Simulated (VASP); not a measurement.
**Be3S5: single point with PBE**

The system is Be3S5.

```xyz
8
Lattice="-1.7898 1.7898 10.8531 1.7898 -1.7898 10.8531 1.7898 1.7898 -10.8531" Properties=species:S:1:pos:R:3 pbc="T T T"
Be    0.0000    0.0000    6.6510
Be    0.0000    0.0000   15.0551
Be    0.0000    0.0000    0.0000
S     1.7898    0.0000    9.7643
S     1.7898    0.0000    7.7092
S     0.0000    1.7898    5.4265
S     1.7898    0.0000    1.0888
S     1.7898    0.0000    3.1439
```

- Program: VASP 6.6.1
- Task: single point
- Functional: PBE
- Potentials or basis: VASP PAW PBE potentials, release 64 (Be, S)
- Cutoff: 520 eV
- k mesh: 7 × 7 × 7
- Occupations: gaussian, width 0.2 eV
- Spin: no spin polarisation

```json
{
 "Pressure": "-0.2 GPa",
 "Largest force": "0.123 eV/Å",
 "Band gap on the k mesh": "0.58 eV (least direct gap 0.68 eV)"
}
```

Forces in eV/Å, atoms in the order of the input:
```
Be   0.000  0.000 -0.003
Be   0.000  0.000  0.003
Be   0.000  0.000  0.000
S    0.000  0.000 -0.123
S    0.000  0.000  0.121
S    0.000  0.000  0.000
S    0.000  0.000  0.123
S    0.000  0.000 -0.121
```

Stress tensor (GPa, compression positive):
```
 0.01  0.00  0.00
 0.00  0.01  0.00
 0.00  0.00 -0.59
```

Levels at points of the mesh, in eV from the valence-band top:
| k point | band 15 | band 16 | band 17 | band 18 | band 19 | band 20 | band 21 | band 22 |
| --- | --- | --- | --- | --- | --- | --- | --- | --- |
| (0.00, 0.00, 0.00) | -1.45 | -1.45 | 0.00 | 0.00 | 0.68 | 1.46 | 2.71 | 2.89 |

Wall time 14 min on 1 thread of Intel(R) Xeon(R) 6975P-C (Granite Rapids), on a shared host, peak memory 1.1 GiB.

Caveat: an odd mesh through Γ misses points on the zone boundary, where band edges can lie.
